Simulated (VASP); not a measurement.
Here is a VASP 6.6.1 calculation.

File INCAR:

```
PREC = Accurate
ENCUT = 520
EDIFF = 1E-6
ISMEAR = 1
SIGMA = 0.15
LREAL = F
LASPH = T
NELM = 120
ALGO = Normal
ISIF = 2
LWAVE = F
LCHARG = F
GGA = PE
NBANDS = 16
GGA_COMPAT = F
NELMDL = -8
```

File KPOINTS:

```
regular mesh
0
Gamma
  4 4 2
```

The input POSCAR:

```
MgTe
1.0
    4.5200000000      0.0000000000      0.0000000000
   -2.2600000000      3.9144348300      0.0000000000
    0.0000000000      0.0000000000     12.3300000000
Mg Te
2 2
Direct
    0.3333333333      0.6666666667      0.0000000000
    0.6666666667      0.3333333333      0.2972424980
    0.3333333333      0.6666666667      0.2288767234
    0.6666666667      0.3333333333      0.5261192214
```

Potentials or basis: VASP PAW PBE potentials, release 64 (Mg, Te).

Launch:

```sh
$ cat potpaw_PBE.64/Mg/POTCAR potpaw_PBE.64/Te/POTCAR > POTCAR
$ mpirun -np 1 vasp_std > vasp.out
```

**Question.** What does it give for the largest force?

**Answer.** 0.850 eV/Å.

**Question.** What does it give for the band gap on the k mesh?

**Answer.** Zero (bands 8 and 9 overlap by 0.42 eV).

Forces in eV/Å, atoms in the order of the input:
```
Mg   0.000  0.000  0.016
Mg   0.000  0.000  0.850
Te   0.000  0.000 -0.608
Te   0.000  0.000 -0.258
```

Caveat: the k points lie up to 0.40 Å⁻¹ apart; spin-orbit coupling is left out, which moves the levels of the heavy elements.
